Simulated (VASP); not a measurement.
# ZrS (I4mm) in VASP: a series of runs, part 2 of 2

VASP 6.6.1. Earlier steps stand in the parts before.

## Step 3: Single point, PBEsol

Contents of INCAR:

```
  PREC = Accurate
  ENCUT = 520
  EDIFF = 1E-6
  ISMEAR = 0
  SIGMA = 0.15
  LREAL = F
  LASPH = T
  NELM = 80
  ALGO = Normal
  ISIF = 2
  LWAVE = F
  LCHARG = F
  GGA = PS
  NBANDS = 16
```

Contents of KPOINTS:

```
Automatic mesh
0
Gamma
  16 16 16
```

Contents of POSCAR:

```
ZrS
1.0
    0.0000000000      2.6250000000      2.6250000000
    2.6250000000      0.0000000000      2.6250000000
    2.6250000000      2.6250000000      0.0000000000
Zr S
1 1
Direct
   -0.0119047619     -0.0119047619      0.0119047619
    0.5000000000      0.5000000000      0.5000000000
```

Potentials or basis: VASP PAW PBE potentials, release 64 (Zr_sv, S).

On the command line:

```sh
cat potpaw_PBE.64/Zr_sv/POTCAR potpaw_PBE.64/S/POTCAR > POTCAR
mpirun -np 1 vasp_std > vasp.out
```

OUTCAR:

```text
PREC = Accurate
   ENCUT = 520
   EDIFF = 1E-6
   ISMEAR = 0
   LREAL = F
   LASPH = T
   NELM = 80
   ISIF = 2
   GGA = PS

 ion  position               nearest neighbor table
   1  0.988  0.988  0.012-   2 2.56   2 2.63   2 2.63   2 2.63   2 2.63   2 2.69
   2  0.500  0.500  0.500-   1 2.56   1 2.63   1 2.63   1 2.63   1 2.63   1 2.69

  LATTYP: Found a face centered cubic cell.
 ALAT       =     5.2500000000

  Lattice vectors:

 A1 = (   0.0000000000,   2.6250000000,   2.6250000000)
 A2 = (   2.6250000000,   0.0000000000,   2.6250000000)
 A3 = (   2.6250000000,   2.6250000000,   0.0000000000)

Analysis of symmetry for initial positions (statically):
=====================================================================
 Subroutine PRICEL returns:
 Original cell was already a primitive cell.

 Routine SETGRP: Setting up the symmetry group for a
 face centered cubic supercell.

 Subroutine GETGRP returns: Found  8 space group operations
 (whereof  8 operations were pure point group operations)
 out of a pool of 48 trial point group operations.

The static configuration has the point symmetry C_4v.

Analysis of symmetry for dynamics (positions and initial velocities):
=====================================================================
 Subroutine PRICEL returns:
 Original cell was already a primitive cell.

 Routine SETGRP: Setting up the symmetry group for a
 face centered cubic supercell.

 Subroutine GETGRP returns: Found  8 space group operations
 (whereof  8 operations were pure point group operations)
 out of a pool of 48 trial point group operations.

The dynamic configuration has the point symmetry C_4v.

 Subroutine INISYM returns: Found  8 space group operations
 (whereof  8 operations are pure point group operations),
 and found     1 'primitive' translations

----------------------------------------------------------------------------------------

                                     Primitive cell

  volume of cell :      36.1758

  direct lattice vectors                    reciprocal lattice vectors
     0.000000000  2.625000000  2.625000000    -0.190476190  0.190476190  0.190476190
     2.625000000  0.000000000  2.625000000     0.190476190 -0.190476190  0.190476190
     2.625000000  2.625000000  0.000000000     0.190476190  0.190476190 -0.190476190

  length of vectors
     3.712310601  3.712310601  3.712310601     0.329914440  0.329914440  0.329914440

  position of ions in fractional coordinates (direct lattice)
     0.988095238  0.988095238  0.011904762
     0.500000000  0.500000000  0.500000000

  ion indices of the primitive-cell ions
   primitive index   ion index
                 1           1
                 2           2

----------------------------------------------------------------------------------------

 KPOINTS: Automatic mesh

Automatic generation of k-mesh.
 Grid dimensions read from file:
 generate k-points for:   16   16   16

 Generating k-lattice:

  Cartesian coordinates                     Fractional coordinates (reciprocal lattice)
    -0.011904762  0.011904762  0.011904762     0.062500000  0.000000000  0.000000000
     0.011904762 -0.011904762  0.011904762     0.000000000  0.062500000  0.000000000
     0.011904762  0.011904762 -0.011904762     0.000000000  0.000000000  0.062500000

  Length of vectors
     0.020619652  0.020619652  0.020619652

  Shift w.r.t. Gamma in fractional coordinates (k-lattice)
     0.000000000  0.000000000  0.000000000

 Subroutine IBZKPT returns following result:
 ===========================================

 Found    349 irreducible k-points:

 Following reciprocal coordinates:
            Coordinates               Weight
  0.000000  0.000000  0.000000      1.000000
  0.062500  0.000000  0.000000      8.000000
  0.125000  0.000000  0.000000      8.000000
  0.187500  0.000000  0.000000      8.000000
  0.250000  0.000000  0.000000      8.000000
  0.312500  0.000000  0.000000      8.000000
[... 16 lines left out ...]
  0.000000  0.437500  0.062500     16.000000
  0.500000  0.062500  0.000000      8.000000
 [... further k-points ...]
   k-points           NKPTS =    349   k-points in BZ     NKDIM =    349   number of bands    NBANDS=     16
   number of dos      NEDOS =    301   number of ions     NIONS =      2
   total plane-waves  NPLWV =  21952
   dimension x,y,z NGX =    28 NGY =   28 NGZ =   28
   dimension x,y,z NGXF=    56 NGYF=   56 NGZF=   56
   ions per type =               1   1
   NGX,Y,Z   is equivalent  to a cutoff of  12.54, 12.54, 12.54 a.u.
   NGXF,Y,Z  is equivalent  to a cutoff of  25.08, 25.08, 25.08 a.u.
 SYSTEM =  unknown system
   PREC   = accura    normal or accurate (medium, high low for compatibility)
   ISTART =      0    job   : 0-new  1-cont  2-samecut
   ICHARG =      2    charge: 1-file 2-atom 10-const
   ISPIN  =      1    spin polarized calculation?
   LNONCOLLINEAR =      F non collinear calculations
   LSORBIT =      F    spin-orbit coupling
   LASPH  =      T    aspherical Exc in radial PAW
   ENCUT  =  520.0 eV  38.22 Ry    6.18 a.u.   6.90  6.90  6.90*2*pi/ulx,y,z
   NELM   =     80;   NELMIN=  2; NELMDL= -5     # of ELM steps
   EDIFF  = 0.1E-05   stopping-criterion for ELM
   LREAL  =      F    real-space projection
   EDIFFG = 0.1E-04   stopping-criterion for IOM
   NSW    =      0    number of steps for IOM
   IBRION =     -1    ionic relax: 0-MD 1-quasi-New 2-CG
   NFREE  =      0    steps in history (QN), initial steepest desc. (CG)
   ISIF   =      2    stress and relaxation
   ISYM   =      2    0-nonsym 1-usesym 2-fastsym
   POTIM  = 0.5000    time-step for ionic-motion
   TEBEG  =    0.0;   TEEND  =   0.0 temperature during run
   PSTRESS=    0.0 pullay stress
   NELECT =      18.0000    total number of electrons
   NUPDOWN=      -1.0000    fix difference up-down
   EMIN   =  10.00;   EMAX   =-10.00  energy-range for DOS
   EFERMI =   0.00;   METHOD = LEGACY
   ISMEAR =     0;   SIGMA  =   0.15  broadening in eV -4-tet -1-fermi 0-gaus
   EFERMI_NEDOS =   21; number of points for ismear=-14 and -15
   IALGO  =     38    algorithm
   IMIX   =      4    mixing-type and parameters
     AMIX     =   0.40;   BMIX     =  1.00
     AMIX_MAG =   1.60;   BMIX_MAG =  1.00
  volume/ion in A,a.u.               =      18.09       122.06
  Fermi-wavevector in a.u.,A,eV,Ry     =   1.297258  2.451462 22.896950  1.682878
  Thomas-Fermi vector in A             =   2.428662
   LORBIT       =      0    0 simple, 1 ext, 2 COOP (PROOUT), +10 PAW based schemes
   GGA     = PS    functional components
   LHFCALC =     F    Hartree Fock is set to
   AEXX    =    0.0000 exact exchange contribution
   IVDW    =     0    specifies the selected vdW correction
   LEPSILON=     F    determine dielectric tensor
   LRPA    =     F    only Hartree local field effects (RPA)
 non-spin polarized calculation
 Gauss-broadening in eV      SIGMA  =   0.15
  energy-cutoff  :      520.00
  volume of cell :       36.18
 maximum number of plane-waves:       992
   NGX = 13   NGY = 13   NGZ = 13

 number of electron      18.0000001 magnetization

 Free energy of the ion-electron system (eV)
  ---------------------------------------------------
  ext. energy  EPLUGINS =         0.00000000
  ---------------------------------------------------
  free energy    TOTEN  =       -16.47846347 eV

  energy without entropy =      -16.46423683  energy(sigma->0) =      -16.47135015

 E-fermi :  10.6027     XC(G=0): -11.4592

 val. band max:       10.6023984548   @ k =  -0.2500   0.4375   0.1875
 cond. band min:      10.6098671497   @ k =   0.0000  -0.2500   0.1875
 fundamental gap:      0.0074686949
 Fermi energy:        10.6026891811

 k-point     1 :       0.0000    0.0000    0.0000
  band No.  band energies     occupation
      1     -39.2776      2.00000
      2     -17.2765      2.00000
      3     -17.2735      2.00000
      4     -17.2735      2.00000
      5      -5.2144      2.00000
      6       7.0484      2.00000
[... 8 lines left out ...]
     15      17.7036      0.00000
     16      22.9573      0.00000

 k-point     2 :       0.0625    0.0000    0.0000
  band No.  band energies     occupation
      1     -39.2766      2.00000
      2     -17.2887      2.00000
      3     -17.2764      2.00000
      4     -17.2747      2.00000
      5      -5.1644      2.00000
      6       6.7031      2.00000
[... 8 lines left out ...]
     15      17.8726      0.00000
     16      22.5694      0.00000
[... 387 lines left out ...]
      5      -3.8036      2.00000
      6       2.8670      2.00000
[... 8 lines left out ...]
     15      17.1759      0.00000
     16      17.4899      0.00000

 k-point    24 :       0.5000    0.0625    0.0000
  band No.  band energies     occupation
      1     -39.2511      2.00000
      2     -17.6171      2.00000
      3     -17.3138      2.00000
      4     -17.3078      2.00000
      5      -3.6886      2.00000
      6       2.6601      2.00000
[... 8 lines left out ...]
     15      16.7824      0.00000
     16      17.0654      0.00000

 [... further k-points ...]
[... 5 lines left out ...]
  --------------------------------------------------------------------------------------
  -------------------------------------------------------------------------------------
  Total       -1.4252145     -1.4252145     -1.2379079      0.0000000      0.0000000      0.0000000
  in kB      -63.1208566    -63.1208566    -54.8252990      0.0000000      0.0000000      0.0000000
  external PRESSURE =     -60.3556708 kB  Pullay stress =       0.0000000 kB

 VOLUME and BASIS-vectors are now :
 -----------------------------------------------------------------------------
  energy-cutoff  :      520.00
  volume of cell :       36.18
      direct lattice vectors                 reciprocal lattice vectors
     0.000000000  2.625000000  2.625000000    -0.190476190  0.190476190  0.190476190
     2.625000000  0.000000000  2.625000000     0.190476190 -0.190476190  0.190476190
     2.625000000  2.625000000  0.000000000     0.190476190  0.190476190 -0.190476190

 POSITION                                       TOTAL-FORCE (eV/Angst)
 -----------------------------------------------------------------------------------
      2.62500      2.62500      5.18750         0.000000      0.000000      0.282434
      2.62500      2.62500      2.62500         0.000000      0.000000     -0.282434
 -----------------------------------------------------------------------------------
    total drift:                                0.000000      0.000000      0.000046

  FREE ENERGIE OF THE ION-ELECTRON SYSTEM (eV)
  ---------------------------------------------------
  free  energy   TOTEN  =       -16.4784634650 eV

  energy  without entropy=      -16.4642368340  energy(sigma->0) =      -16.47135015
```

stdout:

```text
POSCAR found type information on POSCAR ZrS
 POSCAR found :  2 types and       2 ions
 scaLAPACK will be used
 -----------------------------------------------------------------------------
|                                                                             |
|                                                                             |
|     You enforced a specific xc type in the INCAR file but a different       |
|     I HOPE YOU KNOW WHAT YOU ARE DOING!                                     |
|                                                                             |
 -----------------------------------------------------------------------------

 LDA part: xc-table for (Slater+PW92), standard interpolation
 POSCAR, INCAR and KPOINTS ok, starting setup
 FFT: planning ... GRIDC
 FFT: planning ... GRID_SOFT
 FFT: planning ... GRID
 WAVECAR not read
 entering main loop
```

Wall time 4.7 min (1 thread of AMD EPYC 7R13 (Zen 3), shared host); peak memory 0.28 GiB.

What came out:

```
Free energy            : -16.4785 eV
Pressure               : -6.0 GPa
Largest force          : 0.282 eV/Å
Band gap on the k mesh : zero (band 9 reaches 12.04 eV, above the bottom of band 10 at 9.28 eV)
```

Forces in eV/Å, atoms in the order of the input:
```
Zr   0.000  0.000  0.282
S    0.000  0.000 -0.282
```

Stress tensor (GPa, compression positive):
```
-6.31  0.00  0.00
 0.00 -6.31  0.00
 0.00  0.00 -5.48
```

Caveat: the cell differs from its parent crystal (all Zr atoms moved +0.062 Å, as atom 1 towards its neighbour atom 2 (S) at 2.625 Å); the PAW data sets were made with another functional, which shifts forces and pressure a little.
